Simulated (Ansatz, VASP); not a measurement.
# Two plane-wave programs on SnO

INCAR

```
PREC = Accurate ; ENCUT = 520
EDIFF = 1E-6 ; ISMEAR = 0
SIGMA = 0.05 ; LREAL = False
LASPH = True ; NELM = 100
ALGO = Normal ; ISIF = 2
LWAVE = False ; LCHARG = True
GGA = PS ; LELF = True
LVHAR = True ; NBANDS = 28
```

File KPOINTS:

```
Automatic mesh
0
Gamma
  8 6 6
```

The input POSCAR:

```
SnO
1.0
    3.3550050000      0.0125812687      0.0000000000
    0.0212778900      5.6741040000      0.0000000000
    0.0000000000      0.0000000000      4.2219700000
Sn O
2 2
Direct
    0.0000000000      0.2319090000      0.5131440000
    0.5000000000      0.7680910000      0.0131440000
    0.0000000000      0.8912500000      0.7368570000
    0.5000000000      0.1087500000      0.2368570000
```

Input for Ansatz:

```yaml
crystal:
  lattice:
    - [3.355005, 0.0125812687, 0.0]
    - [0.02127789, 5.674104, 0.0]
    - [0.0, 0.0, 4.22197]
  atoms:
    - { symbol: Sn, position: [0.0, 0.231909, 0.513144] }
    - { symbol: Sn, position: [0.5, 0.768091, 0.013144] }
    - { symbol: O, position: [0.0, 0.89125, 0.736857] }
    - { symbol: O, position: [0.5, 0.10875, 0.236857] }
basis:
  ecutwfc: 420
kpoints:
  mp_grid: { grid: [8, 6, 6] }
hamiltonian:
  xc: pbesol
scf:
  occupations: { method: gaussian, width: 0.05 }
output:
  forces: true
  stress: true
  eigenvalues: true
```

Change from the starting cell: strain +0.0075 x Voigt [0, 0, 0, 0, 0, 1], atoms carried along.

Alike in both runs: task single point; functional PBEsol; k mesh 8 × 6 × 6; occupations gaussian, width 0.05 eV; no spin polarisation.

```csv
,VASP,Ansatz
version,VASP 6.6.1,Ansatz 0.2.0
potentials or method,"VASP PAW PBE potentials, release 64 (Sn_d, O), cutoff 520 eV","scalar-relativistic, plane waves, PAW"
valence electrons in the cell,40,40
```

|  | VASP | Ansatz | Ansatz less VASP |
| --- | --- | --- | --- |
| gap on the k mesh at the Fermi level (eV) | 1.33 | 1.34 | +0.011 |
| least direct gap on the mesh (eV) | 1.97 | 1.98 | +0.011 |
| pressure (GPa) | -2.9 | -3.1 | -0.20 |
| traceless stress, the component that is largest in VASP (GPa) | -0.62 | -0.65 | -0.032 |
| rms of the force components (eV/Å) | 0.157 | 0.188 | +0.0313 |

VASP's potentials were made for PBE, not for PBEsol. Atom by atom the forces differ by 0.033 eV/Å (rms over components).
